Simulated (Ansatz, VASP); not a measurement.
## One calculation of Si2Ni, two programs

```
Ni Si
1.0
     0.00000    2.70300    2.70300
     2.70300    0.00000    2.70300
     2.70300    2.70300    0.00000
Ni Si
1 2
Direct
  0.00000 0.00000 0.00000
  0.75000 0.75000 0.75000
  0.25000 0.25000 0.25000
```

Alike in both runs: task relaxation of cell and atoms; functional PBE; k mesh 9 × 9 × 9; occupations fermi-dirac, width 0.05 eV; collinear spin; Hubbard terms Ni d U = 6.0 eV.

```csv
,VASP,Ansatz
version,VASP 6.6.1,Ansatz 0.2.0
potentials or method,"VASP PAW PBE potentials, release 64 (Ni, Si)",Ansatz PAW
plane-wave cutoff (eV),600,420
valence electrons in the cell,18,26
```

```csv
,VASP,Ansatz,Ansatz less VASP
"gap on the k mesh at the Fermi level, each at its own relaxed structure (eV)",none,none,-
net moment per atom (μB),0.00,0.00,0.000
relaxed volume (Å³/atom),12.96,13.47,+0.514
relaxed cell length with the largest relative difference (Å),3.802,3.852,+0.0496
```

The programs project onto different local orbitals, so the same U acts differently, and such runs can settle in different states. A gap of «none» marks a metal or a gap that the smearing closes. VASP's potentials hold 18 valence electrons a cell and Ansatz's 26, so a difference there can come from the potentials and not from the codes.

Noted on Ansatz's run: the magnetic or orbital state may not be the lowest; the plane-wave basis is chosen anew once the cell has moved, so the energies of steps on either side of that aren't comparable.
